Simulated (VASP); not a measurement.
A run of VASP 6.6.1:

INCAR

```
SYSTEM = Au
PREC = Accurate
ENCUT = 520
EDIFF = 1E-6
ISMEAR = -1
SIGMA = 0.05
LREAL = .FALSE.
LASPH = .TRUE.
NELM = 100
ALGO = Normal
ISIF = 2
LWAVE = .FALSE.
LCHARG = .FALSE.
NBANDS = 18
```

Contents of KPOINTS:

```
Automatic mesh
0
G
  11 11 6
  0 0 0
```

Contents of POSCAR:

```
Au
1.0
    2.9192058577      0.0000000000      0.0000000000
   -1.4596029289      2.5281064317      0.0000000000
    0.0000000000      0.0000000000      4.9123188227
Au
2
Direct
    0.6666666667      0.3333333333      0.2500000000
    0.3333333333      0.6666666667      0.7500000000
```

Potentials or basis: VASP PAW LDA potentials, release 64 (Au).

The run is started by

```console
$ cat potpaw_LDA.64/Au/POTCAR > POTCAR
$ mpirun -np 1 vasp_std > vasp.out
```

Hardware: 1 thread of Intel Xeon 6975P-C, with other jobs on the host.

Q: Estimate the wall time of this run.

A: Wall time 26 s on 1 thread of Intel Xeon 6975P-C, on a shared host, peak memory 0.16 GiB. Counts: scf iterations 11, k points 64.
